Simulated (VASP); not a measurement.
Here is a VASP 6.6.1 calculation.

Contents of INCAR:

```
  PREC = Accurate
  ENCUT = 600
  EDIFF = 1E-6
  ISMEAR = 0
  SIGMA = 0.1
  LREAL = F
  LASPH = T
  NELM = 80
  ALGO = Normal
  ISIF = 3
  LWAVE = F
  LCHARG = F
  GGA = PE
  IBRION = 2
  NSW = 90
  EDIFFG = -0.04
```

File KPOINTS:

```
Automatic mesh
0
Gamma
  6 6 2
```

File POSCAR:

```
Si4IrPt
1.0
    3.3389410611     -2.0251058549      0.0000000000
    3.3389410611      2.0251058549      0.0000000000
   -2.3366731096      0.0000000000     14.5536560794
Si Ir Pt
8 2 2
Direct
    0.9776347529      0.0260172376      0.3501722587
    0.0260172376      0.9776347529      0.8501722587
    0.6717162944      0.6718228051      0.4040525394
    0.6718228051      0.6717162944      0.9040525394
    0.4149506663      0.8823834465      0.0712988264
    0.8823834465      0.4149506663      0.5712988264
    0.7780032330      0.2557705975      0.1742939697
    0.2557705975      0.7780032330      0.6742939697
    0.7493797155      0.1911483851      0.0089121272
    0.1911483851      0.7493797155      0.5089121272
    0.4609410192      0.9338390541      0.2410313437
    0.9338390541      0.4609410192      0.7410313437
```

Potentials or basis: VASP PAW PBE potentials, release 64 (Si, Ir, Pt).

The run is started by

```bash
$ cat potpaw_PBE.64/Si/POTCAR potpaw_PBE.64/Ir/POTCAR potpaw_PBE.64/Pt/POTCAR > POTCAR
$ mpirun -np 1 vasp_std > vasp.out
```

(1) Estimate the space group after relaxing (to 0.05 Å).

(2) Predict the relaxed cell.

(3) Estimate the relaxed volume.

## Answers

(1) Cc (No. 9).

(2) a = 3.916 Å, b = 3.916 Å, c = 14.734 Å, α = 97.96°, β = 97.96°, γ = 62.15°.

(3) 16.43 Å³/atom.
